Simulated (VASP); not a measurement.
Write the native input for VASP 6.6.1 that does the following.

```yaml
Task: relaxation of cell and atoms
Functional: PBE
Potentials_or_basis: VASP PAW PBE potentials, release 64 (Li_sv, Ge_d, P)
Cutoff: 600 eV
k_mesh: 6 × 6 × 12
Occupations: gaussian, width 0.1 eV
Spin: no spin polarisation
Dipole_correction: no
Further_INCAR_settings: ALGO = Normal; EDIFF = 1e-06; IBRION = 2; EDIFFG = -0.01; NSW = 100; ISIF = 3
```

The structure of LiGe2P3 lies in POSCAR:

```
LiGe2P3
1.0
    6.5076832275      0.0000000000      0.0000000000
   -3.2538416138      5.6358189948      0.0000000000
    0.0000000000      0.0000000000      3.4065764611
Li Ge P
1 2 3
Direct
    0.0000000000      0.0000000000      0.0000000000
    0.3333333333      0.6666666667      0.0000000000
    0.6666666667      0.3333333333      0.0000000000
    0.5000000000      0.0000000000      0.5000000000
    0.5000000000      0.5000000000      0.5000000000
    0.0000000000      0.5000000000      0.5000000000
```

These files were run (other wordings do the same):

INCAR

```
PREC     = Accurate       # precision mode
ENCUT    = 600            # plane-wave cutoff, eV
EDIFF    = 1E-6           # SCF threshold, eV
ISMEAR   = 0              # smearing method
SIGMA    = 0.1            # smearing width, eV
LREAL    = F              # projectors in reciprocal space
LASPH    = T              # aspherical terms in the spheres
NELM     = 100            # most SCF steps
ALGO     = Normal         # electronic algorithm
ISIF     = 3              # what is computed and relaxed
LWAVE    = F              # write WAVECAR
LCHARG   = F              # write CHGCAR
GGA      = PE             # functional
IBRION   = 2              # ionic algorithm
NSW      = 100            # ionic steps
EDIFFG   = -0.01          # ionic threshold
```

KPOINTS

```
Automatic mesh
0
Gamma
  6 6 12
```

Potentials or basis: VASP PAW PBE potentials, release 64 (Li_sv, Ge_d, P).

Run with:

```sh
$ cat potpaw_PBE.64/Li_sv/POTCAR potpaw_PBE.64/Ge_d/POTCAR potpaw_PBE.64/P/POTCAR > POTCAR
$ mpirun -np 1 vasp_std > vasp.out
```

Results of the run:

- Relaxed volume: 20.78 Å³/atom
- Relaxed cell: a = 6.449 Å, b = 6.449 Å, c = 3.461 Å, α = 90.00°, β = 90.00°, γ = 120.00°
- Space group after relaxing (to 0.1 Å): P6/mmm (No. 191)
- Energy gained by relaxing: 2.6 meV/atom
- Ionic steps: 5
- Pressure after relaxing: 0.0 GPa
- Band gap on the k mesh: zero (bands 23 and 24 overlap by 1.50 eV)

Caveat: the cutoff is under 1.25 times the usual one of these potentials, so pressure, stress and relaxed cells hold a basis-set (Pulay) error.

It took 13 min on 1 thread of Oxide Virtual Turin-like Processor, with other jobs on the host, peak memory 0.37 GiB.
